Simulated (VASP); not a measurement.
Input of a VASP 6.6.1 run:

The input INCAR:

```
PREC = Accurate
ENCUT = 520
EDIFF = 1E-7
ISMEAR = -1
SIGMA = 0.05
LREAL = Auto
LASPH = T
NELM = 60
ALGO = Normal
ISIF = 2
LWAVE = F
LCHARG = F
GGA = PE
IVDW = 12
IBRION = 2
NSW = 35
EDIFFG = -0.3
```

File KPOINTS:

```
regular mesh
0
Gamma
  1 1 1
```

POSCAR

```
H3C2N
1.0
    8.3116590000      0.0000000000      0.0000000000
    0.0000000000      8.3116590000      0.0000000000
    0.0000000000      0.0000000000      8.3116590000
C N H
12 6 18
Direct
    0.9917145000      0.0915286000      0.3707102000
    0.8916387000      0.1657931000      0.4946414000
    0.4595876000      0.7735493000      0.2698756000
    0.4842584000      0.7016748000      0.4283520000
    0.1319410000      0.8757918000      0.6656437000
    0.2576787000      0.7909889000      0.7544570000
    0.4137748000      0.3660476000      0.8829184000
    0.4335295000      0.2121029000      0.8004556000
    0.7143520000      0.4143964000      0.0737641000
    0.8305823000      0.5272586000      0.1418961000
    0.8292580000      0.9556294000      1.0190965000
    0.7916319000      0.8504679000      0.8833958000
    0.8109143000      0.2256973000      0.5946084000
    0.5041586000      0.6436985000      0.5561841000
    0.3591028000      0.7225840000      0.8260968000
    0.4494642000      0.0879261000      0.7339384000
    0.9243374000      0.6182969000      0.1968536000
    0.7612815000      0.7656413000      0.7739353000
    1.0014375000      0.1712015000      0.2667601000
    1.1121268000      0.0683848000      0.4177547000
    0.9387403000     -0.0222605000      0.3320616000
    0.4712959000      0.9041530000      0.2771914000
    0.5488009000      0.7277024000      0.1850994000
    0.3396442000      0.7442095000      0.2251465000
    0.1857466000      0.9612349000      0.5816652000
    0.0588650000      0.7901854000      0.5979724000
    0.0542641000      0.9413405000      0.7488159000
    0.4411719000      0.3527031000      1.0106653000
    0.4947868000      0.4556350000      0.8313521000
    0.2901342000      0.4085001000      0.8703190000
    0.6496426000      0.4707239000     -0.0256736000
    0.7761087000      0.3074966000      0.0289703000
    0.6276880000      0.3779489000      0.1654640000
    0.8470344000      1.0788232000      0.9772009000
    0.7307904000      0.9542276000      1.1059878000
    0.9389602000      0.9149197000      1.0787297000
```

Potentials or basis: VASP PAW PBE potentials, release 64 (C, N, H).

Command:

```bash
$ cat potpaw_PBE.64/C/POTCAR potpaw_PBE.64/N/POTCAR potpaw_PBE.64/H/POTCAR > POTCAR
$ mpirun -np 1 vasp_gam > vasp.out
```

**Question.** Estimate the dispersion energy per atom.

**Answer.** -0.041 eV.

**Question.** Estimate the band gap on the k mesh.

**Answer.** 5.79 eV.

**Question.** Estimate the energy gained by relaxing.

**Answer.** 20.4 meV/atom.

Final structure:
```
CELL_PARAMETERS angstrom
8.31166 0.00000 0.00000
0.00000 8.31166 0.00000
0.00000 0.00000 8.31166
ATOMIC_POSITIONS crystal
C 0.98829 0.09795 0.36838
C 0.89277 0.17020 0.49590
C 0.45864 0.77594 0.26744
C 0.48830 0.68743 0.41536
C 0.13919 0.86881 0.67306
C 0.24483 0.78580 0.78392
C 0.39713 0.36274 0.87238
C 0.42210 0.21190 0.78924
C 0.73113 0.42116 0.08148
C 0.84883 0.52767 0.15278
C 0.82452 0.95551 0.01482
C 0.78864 0.84734 0.88273
N 0.82059 0.22509 0.60245
N 0.51215 0.60577 0.52670
N 0.33089 0.73152 0.87995
N 0.44645 0.09190 0.72114
N 0.93529 0.62582 0.20332
N 0.77254 0.75538 0.77811
H 0.99079 0.17451 0.26110
H 0.11231 0.08032 0.41014
H 0.93894 0.98044 0.33486
H 0.46882 0.90723 0.27805
H 0.54476 0.73558 0.17640
H 0.33866 0.74821 0.22089
H 0.20974 0.94727 0.59446
H 0.06628 0.78718 0.60069
H 0.05532 0.94350 0.74186
H 0.42275 0.35386 0.00137
H 0.47575 0.45490 0.82022
H 0.27312 0.40375 0.85851
H 0.67212 0.48532 0.98270
H 0.78399 0.31141 0.03178
H 0.64067 0.38602 0.17044
H 0.84536 0.07805 0.97085
H 0.73014 0.95969 0.10709
H 0.93464 0.91104 0.07175
```

Caveat: the k points lie up to 0.76 Å⁻¹ apart.
